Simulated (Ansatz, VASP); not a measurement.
# One calculation of CdF2, two programs

INCAR

```
PREC = Accurate
ENCUT = 520
EDIFF = 1E-6
ISMEAR = 0
SIGMA = 0.05
LREAL = False
LASPH = True
NELM = 80
ALGO = Normal
ISIF = 2
LWAVE = False
LCHARG = False
GGA = RE
IVDW = 13
NBANDS = 20
```

The input KPOINTS:

```
Automatic mesh
0
Gamma
  8 8 8
```

Contents of POSCAR:

```
CdF2
1.0
    0.0000000000      2.7562352592      2.7562352592
    2.7562352592      0.0000000000      2.7562352592
    2.7562352592      2.7562352592      0.0000000000
Cd F
1 2
Direct
    0.0000000000      0.0000000000      0.0000000000
    0.2500000000      0.2500000000      0.2500000000
    0.7500000000      0.7500000000      0.7500000000
```

Input for Ansatz:

```yaml
crystal:
  lattice:
    - [0.0, 2.7562352592, 2.7562352592]
    - [2.7562352592, 0.0, 2.7562352592]
    - [2.7562352592, 2.7562352592, 0.0]
  atoms:
    - { symbol: Cd, position: [0.0, 0.0, 0.0] }
    - { symbol: F, position: [0.25, 0.25, 0.25] }
    - { symbol: F, position: [0.75, 0.75, 0.75] }
basis:
  ecutwfc: 420
  ecutrho_ratio: 4
kpoints:
  mp_grid: { grid: [8, 8, 8] }
hamiltonian:
  xc: revpbe
  dispersion: d4
scf:
  occupations: { method: gaussian, width: 0.05 }
output:
  forces: true
  stress: true
  eigenvalues: true
```

Alike in both runs: task single point; functional revPBE; dispersion D4; k mesh 8 × 8 × 8; occupations gaussian, width 0.05 eV; no spin polarisation.

|  | VASP | Ansatz |
| --- | --- | --- |
| version | VASP 6.6.1 | Ansatz 0.2.0 |
| potentials or method | VASP PAW PBE potentials, release 64 (Cd, F), cutoff 520 eV | scalar-relativistic, plane waves, PAW |
| valence electrons in the cell | 26 | 34 |

Ansatz gave:

* gap on the k mesh at the Fermi level (eV): 3.01
* least direct gap on the mesh (eV): 3.59
* pressure (GPa): -1.7

What did VASP give for the same quantities?

gap on the k mesh at the Fermi level (eV): 2.98; least direct gap on the mesh (eV): 3.56; pressure (GPa): -1.3.

VASP's potentials were made for PBE, not for revPBE. VASP's potentials hold 26 valence electrons a cell and Ansatz's 34, so a difference there can come from the potentials and not from the codes.
